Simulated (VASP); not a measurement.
A run of VASP 6.6.1:

INCAR

```
ALGO = Normal
EDIFF = 1E-6
ENCUT = 520
GGA = PE
ISIF = 2
ISMEAR = 0
LASPH = True
LCHARG = False
LREAL = False
LWAVE = False
NBANDS = 28
NELM = 80
PREC = Accurate
SIGMA = 0.05
```

File KPOINTS:

```
k-points
0
Gamma
  8 8 6
```

File POSCAR:

```
PbSe
1.0
    4.3413747929      0.0000000000      0.0000000000
   -2.1706873964      3.7597408580      0.0000000000
    0.0000000000      0.0000000000      7.6179878644
Pb Se
2 2
Direct
    0.0000000000      0.0000000000      0.0000000000
    0.0000000000      0.0000000000      0.5000000000
    0.3333333333      0.6666666667      0.2500000000
    0.6666666667      0.3333333333      0.7500000000
```

Potentials or basis: VASP PAW PBE potentials, release 64 (Pb_d, Se).

Command:

```sh
$ cat potpaw_PBE.64/Pb_d/POTCAR potpaw_PBE.64/Se/POTCAR > POTCAR
$ mpirun -np 1 vasp_std > vasp.out
```

Hardware: 1 thread of AMD EPYC 7R13 Processor (Zen 3), with other jobs on the host.

Task: How long does it take, and how much memory?

Result: Wall time 82 s on 1 thread of AMD EPYC 7R13 Processor (Zen 3), with other jobs on the host, peak memory 0.27 GiB. Counts: scf iterations 13, k points 40.
